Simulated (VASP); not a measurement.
A run of VASP 6.6.1 is set up as follows.

The input INCAR:

```
SYSTEM = BN
ALGO = Normal
EDIFF = 1E-6
ENCUT = 520
GGA = PS
ISIF = 2
ISMEAR = 0
LASPH = .True.
LCHARG = .False.
LREAL = .False.
LWAVE = .False.
NBANDS = 16
NELM = 60
PREC = Accurate
SIGMA = 0.05
```

File KPOINTS:

```
k-points
0
Gamma
  12 12 4
  0 0 0
```

Contents of POSCAR:

```
BN
1.0
    2.5043488457      0.0000000000      0.0000000000
   -1.2521744229      2.1688297203      0.0000000000
    0.0000000000      0.0000000000      7.0190956742
B N
2 2
Direct
    0.3333333333      0.6666666667      0.2500000000
    0.6666666667      0.3333333333      0.7500000000
    0.3601838899      0.5933095818      0.7500000000
    0.6666666667      0.3333333333      0.2500000000
```

Potentials or basis: VASP PAW PBE potentials, release 64 (B, N).

Launch:

```sh
$ cat potpaw_PBE.64/B/POTCAR potpaw_PBE.64/N/POTCAR > POTCAR
$ mpirun -np 1 vasp_std > vasp.out
```

(1) What does it give for the pressure?

(2) Estimate the band gap on the k mesh.

(3) Predict the largest force.

Answers

(1) 11.3 GPa.

(2) 2.58 eV, indirect (least direct gap 3.72 eV).

(3) 12.917 eV/Å.

Caveat: the cell differs from its parent crystal (atom 3 (N) moved +0.225 Å along Cartesian [1 -1 0]); the PAW data sets were made with another functional, which shifts forces and pressure a little; this functional lacks dispersion, which binds the layers, so the pressure and a relaxed spacing across them are unreliable.
